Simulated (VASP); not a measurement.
The system is P.

```
P
1.0
     3.45688    0.00000    0.00000
    -1.72844    2.99375    0.00000
     0.00000    0.00000    3.78534
P
3
Cartesian
  -0.8642 1.4969 1.2618
  0.8642 1.4969 2.5236
  1.7284 0.0000 0.0000
```

* Program: VASP 6.6.1
* Task: relaxation of cell and atoms
* Functional: PBE
* Potentials or basis: VASP PAW PBE potentials, release 64 (P)
* Cutoff: 600 eV
* k mesh: 6 × 6 × 4
* Occupations: gaussian, width 0.1 eV
* Spin: no spin polarisation

At the start: pressure 32.1 GPa; volume 13.06 Å³/atom.

Task: Where does the relaxation end?

Result: Over 10 steps the energy falls by 551.7 meV/atom and the volume is 15.85 Å³/atom (+21.4 %); space group P6_422 (No. 181, to 0.05 Å).

Step by step:
| step | energy change (eV) | largest force (eV/Å) | pressure (GPa) | volume (Å³) |
| --- | --- | --- | --- | --- |
| 1 | 0.0000 | 0.0000 | 32.14 | 39.17 |
| 2 | -1.2493 | 0.0000 | -2.99 | 55.89 |
| 3 | -1.2673 | 0.0000 | -0.28 | 53.48 |
| 4 | -1.2674 | 0.0000 | -0.68 | 53.79 |
| 5 | -1.2921 | 0.0000 | -0.63 | 53.42 |
| 6 | -1.4435 | 0.0000 | -2.10 | 52.21 |
| 7 | -1.6386 | 0.0000 | -2.84 | 49.35 |
| 8 | -1.6453 | 0.0000 | -0.29 | 47.43 |
| 9 | -1.6482 | 0.0000 | -1.26 | 48.09 |
| 10 | -1.6552 | 0.0000 | -0.02 | 47.56 |

Final structure:
```xyz
3
Lattice="3.3431 0.0000 0.0000 -1.6716 2.8952 0.0000 0.0000 0.0000 4.9139" Properties=species:S:1:pos:R:3 pbc="T T T"
P     2.5073    1.4476    1.6380
P     0.8358    1.4476    3.2759
P     1.6716    0.0000    0.0000
```

Caveat: the k points lie up to 0.36 Å⁻¹ apart in the final cell; the volume moved by over 15 % at a fixed basis, so the end points are rough.
